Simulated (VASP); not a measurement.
# BaSc2C2 (P4/mmm) in VASP: relaxation of cell and atoms with PBE

Aim: the relaxation of cell and atoms of BaSc2C2 with PBE.

Program: VASP 6.6.1. These are calculated values, not measurements. Logs are shortened: lines on timing, memory, paths and dates and some standing lists are left out, and cuts for length are marked.

## 1. The cell of the first run

Symmetry: P4/mmm, No. 123, tetragonal system. The conventional cell has a = 4.307 Å, b = 4.307 Å, c = 5.913 Å, α = 90.00°, β = 90.00°, γ = 90.00°. Within 4.4 Å of Ba (site symmetry 4/mmm) lie 8 C at 3.26 Å and 8 Sc at 3.66 Å and 4 Ba at 4.31 Å. Within 3.7 Å of Sc (site symmetry mmm) lie 4 C at 2.80 Å and 4 Sc at 3.05 Å and 4 Ba at 3.66 Å. C (site symmetry 4mm) has 1 C at 2.33 Å and 4 Sc at 2.80 Å within 3.1 Å.

The cell was built from a structure type or drawn by symmetry, and may not be a known phase.

## 2. Relaxation of cell and atoms, PBE

Input file INCAR:

```
SYSTEM = BaSc2C2
PREC = Accurate
ENCUT = 910
EDIFF = 1E-7
ISMEAR = 0
SIGMA = 0.1
LREAL = .False.
LASPH = .True.
NELM = 120
ALGO = Normal
ISIF = 3
LWAVE = .False.
LCHARG = .False.
GGA = PE
IBRION = 2
NSW = 90
EDIFFG = -0.04
GGA_COMPAT = .False.
NELMIN = 4
```

Input file KPOINTS:

```
Automatic mesh
0
Gamma
  4 4 4
  0 0 0
```

Input file POSCAR:

```
BaSc2C2
1.0
    4.3068027700      0.0000000000      0.0000000000
    0.0000000000      4.3068027700      0.0000000000
    0.0000000000      0.0000000000      5.9133505400
Ba Sc C
1 2 2
Direct
    0.0000000000      0.0000000000      0.0000000000
    0.5000000000      0.0000000000      0.5000000000
    0.0000000000      0.5000000000      0.5000000000
    0.5000000000      0.5000000000      0.8027901100
    0.5000000000      0.5000000000      0.1972098900
```

Potentials or basis: VASP PAW PBE potentials, release 64 (Ba_sv, Sc_sv, C_h).

Run with:

```
cat potpaw_PBE.64/Ba_sv/POTCAR potpaw_PBE.64/Sc_sv/POTCAR potpaw_PBE.64/C_h/POTCAR > POTCAR
mpirun -np 1 vasp_std > vasp.out
```

OUTCAR:

```text
SYSTEM = BaSc2C2
   PREC = Accurate
   ENCUT = 910
   EDIFF = 1E-7
   ISMEAR = 0
   LREAL = .False.
   LASPH = .True.
   NELM = 120
   ISIF = 3
   GGA = PE
   IBRION = 2
   NSW = 90
   EDIFFG = -0.04
   NELMIN = 4

 ion  position               nearest neighbor table
   1  0.000  0.000  0.000-   2 3.66   3 3.66   2 3.66   3 3.66   3 3.66   3 3.66   2 3.66   2 3.66

   2  0.500  0.000  0.500-   3 3.05   3 3.05   3 3.05   3 3.05   1 3.66   1 3.66   1 3.66   1 3.66

   3  0.000  0.500  0.500-   2 3.05   2 3.05   2 3.05   2 3.05   1 3.66   1 3.66   1 3.66   1 3.66

   4  0.500  0.500  0.803-
   5  0.500  0.500  0.197-

  LATTYP: Found a simple tetragonal cell.
 ALAT       =     4.3068027700
 C/A-ratio  =     1.3730256192

  Lattice vectors:

 A1 = (   4.3068027700,   0.0000000000,   0.0000000000)
 A2 = (   0.0000000000,   4.3068027700,   0.0000000000)
 A3 = (   0.0000000000,   0.0000000000,   5.9133505400)

Analysis of symmetry for initial positions (statically):
=====================================================================
 Subroutine PRICEL returns:
 Original cell was already a primitive cell.

 Routine SETGRP: Setting up the symmetry group for a
 simple tetragonal supercell.

 Subroutine GETGRP returns: Found 16 space group operations
 (whereof 16 operations were pure point group operations)
 out of a pool of 16 trial point group operations.

The static configuration has the point symmetry D_4h.

Analysis of symmetry for dynamics (positions and initial velocities):
=====================================================================
 Subroutine PRICEL returns:
 Original cell was already a primitive cell.

 Routine SETGRP: Setting up the symmetry group for a
 simple tetragonal supercell.

 Subroutine GETGRP returns: Found 16 space group operations
 (whereof 16 operations were pure point group operations)
 out of a pool of 16 trial point group operations.

The dynamic configuration has the point symmetry D_4h.

 Subroutine INISYM returns: Found 16 space group operations
 (whereof 16 operations are pure point group operations),
 and found     1 'primitive' translations

----------------------------------------------------------------------------------------

                                     Primitive cell

  volume of cell :     109.6841

  direct lattice vectors                    reciprocal lattice vectors
     4.306802770  0.000000000  0.000000000     0.232190805  0.000000000  0.000000000
     0.000000000  4.306802770  0.000000000     0.000000000  0.232190805  0.000000000
     0.000000000  0.000000000  5.913350540     0.000000000  0.000000000  0.169108865

  length of vectors
     4.306802770  4.306802770  5.913350540     0.232190805  0.232190805  0.169108865

  position of ions in fractional coordinates (direct lattice)
     0.000000000  0.000000000  0.000000000
     0.500000000  0.000000000  0.500000000
     0.000000000  0.500000000  0.500000000
     0.500000000  0.500000000  0.802790110
     0.500000000  0.500000000  0.197209890

  ion indices of the primitive-cell ions
   primitive index   ion index
                 1           1
                 2           2
                 3           3
                 4           4
                 5           5

----------------------------------------------------------------------------------------

 KPOINTS: Automatic mesh

Automatic generation of k-mesh.
 Grid dimensions read from file:
 generate k-points for:    4    4    4

 Generating k-lattice:

  Cartesian coordinates                     Fractional coordinates (reciprocal lattice)
     0.058047701  0.000000000  0.000000000     0.250000000  0.000000000  0.000000000
     0.000000000  0.058047701  0.000000000     0.000000000  0.250000000  0.000000000
     0.000000000  0.000000000  0.042277216     0.000000000  0.000000000  0.250000000

  Length of vectors
     0.058047701  0.058047701  0.042277216

  Shift w.r.t. Gamma in fractional coordinates (k-lattice)
     0.000000000  0.000000000  0.000000000

 Subroutine IBZKPT returns following result:
 ===========================================

 Found     18 irreducible k-points:

 Following reciprocal coordinates:
            Coordinates               Weight
  0.000000  0.000000  0.000000      1.000000
  0.250000  0.000000  0.000000      4.000000
  0.500000  0.000000  0.000000      2.000000
  0.250000  0.250000  0.000000      4.000000
  0.500000  0.250000  0.000000      4.000000
  0.500000  0.500000  0.000000      1.000000
[... 10 lines left out ...]
  0.500000  0.250000  0.500000      4.000000
  0.500000  0.500000  0.500000      1.000000
   k-points           NKPTS =     18   k-points in BZ     NKDIM =     18   number of bands    NBANDS=     24
   number of dos      NEDOS =    301   number of ions     NIONS =      5
   total plane-waves  NPLWV = 105840
   dimension x,y,z NGX =    42 NGY =   42 NGZ =   60
   dimension x,y,z NGXF=    84 NGYF=   84 NGZF=  120
   ions per type =               1   2   2
   NGX,Y,Z   is equivalent  to a cutoff of  16.21, 16.21, 16.87 a.u.
   NGXF,Y,Z  is equivalent  to a cutoff of  32.42, 32.42, 33.74 a.u.
 SYSTEM =  BaSc2C2
   PREC   = accura    normal or accurate (medium, high low for compatibility)
   ISTART =      0    job   : 0-new  1-cont  2-samecut
   ICHARG =      2    charge: 1-file 2-atom 10-const
   ISPIN  =      1    spin polarized calculation?
   LNONCOLLINEAR =      F non collinear calculations
   LSORBIT =      F    spin-orbit coupling
   LASPH  =      T    aspherical Exc in radial PAW
   ENCUT  =  910.0 eV  66.88 Ry    8.18 a.u.  10.59 10.59 14.54*2*pi/ulx,y,z
   NELM   =    120;   NELMIN=  4; NELMDL= -5     # of ELM steps
   EDIFF  = 0.1E-06   stopping-criterion for ELM
   LREAL  =      F    real-space projection
   EDIFFG = -.4E-01   stopping-criterion for IOM
   NSW    =     90    number of steps for IOM
   IBRION =      2    ionic relax: 0-MD 1-quasi-New 2-CG
   NFREE  =      1    steps in history (QN), initial steepest desc. (CG)
   ISIF   =      3    stress and relaxation
   ISYM   =      2    0-nonsym 1-usesym 2-fastsym
   POTIM  = 0.5000    time-step for ionic-motion
   TEBEG  =    0.0;   TEEND  =   0.0 temperature during run
   PSTRESS=    0.0 pullay stress
   NELECT =      40.0000    total number of electrons
   NUPDOWN=      -1.0000    fix difference up-down
   EMIN   =  10.00;   EMAX   =-10.00  energy-range for DOS
   EFERMI =   0.00;   METHOD = LEGACY
   ISMEAR =     0;   SIGMA  =   0.10  broadening in eV -4-tet -1-fermi 0-gaus
   EFERMI_NEDOS =   21; number of points for ismear=-14 and -15
   IALGO  =     38    algorithm
   IMIX   =      4    mixing-type and parameters
     AMIX     =   0.40;   BMIX     =  1.00
     AMIX_MAG =   1.60;   BMIX_MAG =  1.00
  volume/ion in A,a.u.               =      21.94       148.04
  Fermi-wavevector in a.u.,A,eV,Ry     =   1.169626  2.210272 18.613106  1.368025
  Thomas-Fermi vector in A             =   2.306096
   LORBIT       =      0    0 simple, 1 ext, 2 COOP (PROOUT), +10 PAW based schemes
   GGA     = PE    functional components
   LHFCALC =     F    Hartree Fock is set to
   AEXX    =    0.0000 exact exchange contribution
   IVDW    =     0    specifies the selected vdW correction
   LEPSILON=     F    determine dielectric tensor
   LRPA    =     F    only Hartree local field effects (RPA)
 conjugate gradient relaxation of ions
 non-spin polarized calculation
 Gauss-broadening in eV      SIGMA  =   0.10
  energy-cutoff  :      910.00
  volume of cell :      109.68
 maximum number of plane-waves:      6856
   NGX = 21   NGY = 21   NGZ = 29

--------------------------------------- Ionic step        1  -------------------------------------------

 number of electron      40.0000003 magnetization

 Free energy of the ion-electron system (eV)
  ---------------------------------------------------
  ext. energy  EPLUGINS =         0.00000000
  ---------------------------------------------------
  free energy    TOTEN  =       -28.78602244 eV

  energy without entropy =      -28.76897654  energy(sigma->0) =      -28.77749949

 E-fermi :   3.0447     XC(G=0):  -9.6908

 val. band max:        3.0104601648   @ k =   0.0000   0.0000   0.5000
 cond. band min:       3.0771727423   @ k =   0.2500   0.2500   0.5000
 fundamental gap:      0.0667125774
 Fermi energy:         3.0447467434

 k-point     1 :       0.0000    0.0000    0.0000
  band No.  band energies     occupation
      1     -46.7496      2.00000
      2     -46.6620      2.00000
      3     -25.4878      2.00000
      4     -25.4878      2.00000
      5     -25.3733      2.00000
      6     -25.2828      2.00000
[... 585 lines left out ...]
  FREE ENERGIE OF THE ION-ELECTRON SYSTEM (eV)
  ---------------------------------------------------
  free  energy   TOTEN  =       -30.1222694541 eV

  energy  without entropy=      -30.1141683997  energy(sigma->0) =      -30.11821893

[... ionic steps 4 to 15 ...]

--------------------------------------- Ionic step       16  -------------------------------------------

 number of electron      39.9999998 magnetization

------------------------ aborting loop because EDIFF is reached ----------------------------------------

  FORCE on cell =-STRESS in cart. coord.  units (eV):
  Direction    XX          YY          ZZ          XY          YZ          ZX
  --------------------------------------------------------------------------------------
  -------------------------------------------------------------------------------------
  Total        0.3644795      0.3644795     -1.6879994      0.0000000      0.0000000      0.0000000
  in kB        6.6928082      6.6928082    -30.9961371      0.0000000      0.0000000      0.0000000
  external PRESSURE =      -5.8701736 kB  Pullay stress =       0.0000000 kB
[... 63 lines left out ...]
  energy  without entropy=      -30.9741884359  energy(sigma->0) =      -30.98452376

--------------------------------------- Ionic step       18  -------------------------------------------

 number of electron      39.9999998 magnetization

 Free energy of the ion-electron system (eV)
  ---------------------------------------------------
  ext. energy  EPLUGINS =         0.00000000
  ---------------------------------------------------
  free energy    TOTEN  =       -30.99488281 eV

  energy without entropy =      -30.97420227  energy(sigma->0) =      -30.98454254

 E-fermi :   5.3446     XC(G=0): -10.6850

 val. band max:        5.3043115680   @ k =   0.2500   0.2500   0.5000
 cond. band min:       5.3849606925   @ k =   0.2500   0.2500   0.0000
 fundamental gap:      0.0806491245
 Fermi energy:         5.3446289125

 k-point     1 :       0.0000    0.0000    0.0000
  band No.  band energies     occupation
      1     -44.3268      2.00000
      2     -44.2033      2.00000
      3     -23.1311      2.00000
      4     -23.1086      2.00000
      5     -23.1086      2.00000
      6     -22.9953      2.00000
[... 507 lines left out ...]
  FREE ENERGIE OF THE ION-ELECTRON SYSTEM (eV)
  ---------------------------------------------------
  free  energy   TOTEN  =       -30.9948828079 eV

  energy  without entropy=      -30.9742022702  energy(sigma->0) =      -30.98454254

 reached required accuracy - stopping structural energy minimisation
```

Run time: 15 min. Hardware: 1 thread of Intel Xeon 6975P-C (Granite Rapids), shared host; peak memory 0.4 GiB.

Results:

```
Free energy                           : -30.9949 eV
Relaxed volume                        : 17.31 Å³/atom
Relaxed cell                          : a = 4.196 Å, b = 4.196 Å, c = 4.916 Å, α = 90.00°, β = 90.00°, γ = 90.00°
Space group after relaxing (to 0.1 Å) : P4/mmm (No. 123)
Energy gained by relaxing             : 441.8 meV/atom
Ionic steps                           : 18
Pressure after relaxing               : -0.3 GPa
Largest force after relaxing          : 0.007 eV/Å
Band gap on the k mesh                : zero (bands 20 and 21 overlap by 1.15 eV)
```

Forces in eV/Å, atoms in the order of the input:
```
Ba   0.000  0.000  0.000
Sc   0.000  0.000  0.000
Sc   0.000  0.000  0.000
C    0.000  0.000 -0.007
C    0.000  0.000  0.007
```

Step by step:
```tsv
step	energy change (eV)	largest force (eV/Å)	pressure (GPa)	volume (Å³)
1	0.0000	1.2346	-11.95	109.68
2	-1.3363	0.0132	0.90	85.60
3	-1.3362	0.0087	0.89	85.65
4	-1.3681	0.4002	-0.18	86.27
5	-1.3691	0.4903	-0.40	86.40
6	-1.4027	0.8067	-0.80	86.14
7	-1.5761	1.6482	-1.46	85.29
8	-1.9498	1.1701	1.20	83.28
9	-1.9544	0.9249	1.51	83.25
10	-1.9555	0.7140	1.79	83.24
11	-1.9622	0.7019	1.75	83.28
12	-1.9818	0.6664	1.61	83.42
13	-2.0180	0.5961	1.35	83.69
14	-2.0794	0.4586	0.97	84.23
15	-2.1663	0.2046	0.35	85.28
16	-2.1918	0.0405	-0.59	87.25
17	-2.2088	0.0018	-0.31	86.47
18	-2.2089	0.0069	-0.34	86.53
```

Final structure:
```yaml
crystal:
  lattice:
    - [4.19554, 0.00000, 0.00000]
    - [0.00000, 4.19554, 0.00000]
    - [0.00000, 0.00000, 4.91574]
  atoms:
    - { symbol: Ba, position: [0.00000, 0.00000, 0.00000] }
    - { symbol: Sc, position: [0.50000, 0.00000, 0.50000] }
    - { symbol: Sc, position: [0.00000, 0.50000, 0.50000] }
    - { symbol: C, position: [0.50000, 0.50000, 0.85544] }
    - { symbol: C, position: [0.50000, 0.50000, 0.14456] }
```

Levels at points of the mesh, in eV from the Fermi level:
```tsv
k point	band 18	band 19	band 20	band 21	band 22	band 23
(0.00, 0.00, 0.00)	-2.76	-1.48	-1.48	-0.88	-0.55	0.06
(0.50, 0.00, 0.00)	-1.88	-0.23	0.18	0.79	1.12	1.37
(0.50, 0.50, 0.00)	-0.38	-0.38	-0.31	-0.12	-0.12	1.03
(0.00, 0.00, 0.50)	-1.50	-0.41	0.26	0.26	0.48	0.49
(0.50, 0.00, 0.50)	-0.57	0.07	0.11	0.13	0.40	0.43
(0.50, 0.50, 0.50)	-2.62	-2.62	-0.67	0.62	0.62	1.83
```

Caveat: the k points lie up to 0.37 Å⁻¹ apart in the final cell, too coarse for converged energies and pressures of a metal; the cutoff is under 1.25 times the usual one of these potentials, so pressure, stress and relaxed cells hold a basis-set (Pulay) error; the volume moved by over 15 % at a fixed basis, so the end points are rough; spin-orbit coupling is left out, which moves the levels of the heavy elements.
